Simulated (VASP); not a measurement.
BaTe: single point with PBE-based screened hybrid

BaTe:

```
Ba Te
1.0
     4.24482    0.00000    0.00000
     0.00000    4.24482    0.00000
     0.00000    0.00000    4.24482
Ba Te
1 1
Direct
  0.00000 0.00000 0.00000
  0.50000 0.50000 0.50000
```

| Item | Value |
| --- | --- |
| Program | VASP 6.6.1 |
| Task | single point |
| Functional | PBE-based screened hybrid |
| Potentials or basis | VASP PAW PBE potentials, release 64 (Ba_sv, Te) |
| Cutoff | 520 eV |
| k mesh | 4 × 4 × 4 |
| Occupations | gaussian, width 0.01 eV |
| Spin | no spin polarisation |
| Dipole correction | no |
| Grid for exact exchange (PRECFOCK) | Normal |
| Share of exact exchange | 0.4 |
| Further INCAR settings | ALGO = Normal; EDIFF = 1e-06; NBANDS = 15 |
| Screening parameter | 0.2078 1/Å |

```yaml
Pressure: -0.4 GPa
Band_gap_on_the_k_mesh: 1.89 eV, indirect (least direct gap 2.10 eV)
```

Levels at points of the mesh, in eV from the valence-band top:
| k point | band 5 | band 6 | band 7 | band 8 | band 9 | band 10 | band 11 | band 12 |
| --- | --- | --- | --- | --- | --- | --- | --- | --- |
| (0.00, 0.00, 0.00) | -11.89 | -0.45 | -0.45 | -0.45 | 1.89 | 1.89 | 3.58 | 6.09 |
| (0.50, 0.00, 0.00) | -10.91 | -3.88 | -0.94 | -0.94 | 2.91 | 6.02 | 6.22 | 6.58 |
| (0.50, 0.50, 0.00) | -11.20 | -2.41 | -2.41 | 0.00 | 2.10 | 3.75 | 4.21 | 4.21 |
| (0.50, 0.50, 0.50) | -10.72 | -3.34 | -3.34 | -3.34 | 6.01 | 6.01 | 6.01 | 8.09 |

Run time: 12 min on 1 thread of Oxide Virtual Turin-like Processor (shared host), peak memory 0.26 GiB.

Caveat: the PAW data sets were made with another functional, which shifts forces and pressure a little; spin-orbit coupling is left out, which moves the levels of the heavy elements. A k mesh can miss the band edges.
